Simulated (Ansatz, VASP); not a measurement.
## TaN: VASP beside Ansatz

The input POSCAR:

```
TaN
1.0
    3.1015490049      0.0000000000      0.0000000000
   -1.5507745025      2.6860202293      0.0000000000
    0.0000000000      0.0000000000      2.5869652373
Ta N
1 1
Direct
    0.3333333333      0.6666666667      0.5000000000
    0.0000000000      0.0000000000      0.0000000000
```

File INCAR.step1:

```
SYSTEM = TaN
PREC = Accurate
ENCUT = 520
ISMEAR = 0
SIGMA = 0.15
LREAL = .False.
LASPH = .True.
NELM = 80
NBANDS = 15
GGA = PE
ALGO = Normal
EDIFF = 1E-4
LWAVE = .True.
LCHARG = .False.
```

File INCAR.step2:

```
SYSTEM = TaN
PREC = Accurate
ENCUT = 520
EDIFF = 1E-6
ISMEAR = 0
SIGMA = 0.15
LREAL = .False.
LASPH = .True.
NELM = 80
ALGO = Normal
ISIF = 2
LWAVE = .False.
LCHARG = .False.
METAGGA = R2SCAN
LMIXTAU = .True.
NBANDS = 15
ISTART = 1
```

File KPOINTS:

```
Automatic mesh
0
Gamma
  24 24 18
  0 0 0
```

Input for Ansatz:

```yaml
crystal:
  lattice:
    - [3.1015490049, 0.0, 0.0]
    - [-1.5507745025, 2.6860202293, 0.0]
    - [0.0, 0.0, 2.5869652373]
  atoms:
    - { symbol: Ta, position: [0.3333333333, 0.6666666667, 0.5] }
    - { symbol: "N", position: [0.0, 0.0, 0.0] }
basis:
  ecutwfc: 500
kpoints:
  mp_grid: { grid: [24, 24, 18] }
hamiltonian:
  xc: r2scan
scf:
  occupations: { method: gaussian, width: 0.15 }
output:
  forces: true
  stress: true
  eigenvalues: true
```

Alike in both runs: task single point; functional r2SCAN; k mesh 24 × 24 × 18; occupations gaussian, width 0.15 eV; no spin polarisation.

```csv
,VASP,Ansatz
version,VASP 6.6.1,Ansatz 0.2.0
potentials or method,"VASP PAW PBE potentials, release 64 (Ta_pv, N), cutoff 520 eV","scalar-relativistic, plane waves, PAW"
valence electrons in the cell,16,18
```

Ansatz gave:

```
gap on the k mesh at the Fermi level (eV)                     : none
pressure (GPa)                                                : 11.1
traceless stress, the component that is largest in VASP (GPa) : 78.78
```

Q: Estimate VASP's values.

A: gap on the k mesh at the Fermi level (eV): none; pressure (GPa): 12.9; traceless stress, the component that is largest in VASP (GPa): 79.12.

VASP's potentials were made for PBE, not for r2SCAN. A gap of «none» marks a metal or a gap that the smearing closes. VASP's potentials hold 16 valence electrons a cell and Ansatz's 18, so a difference there can come from the potentials and not from the codes.

Spin-orbit coupling is off throughout.
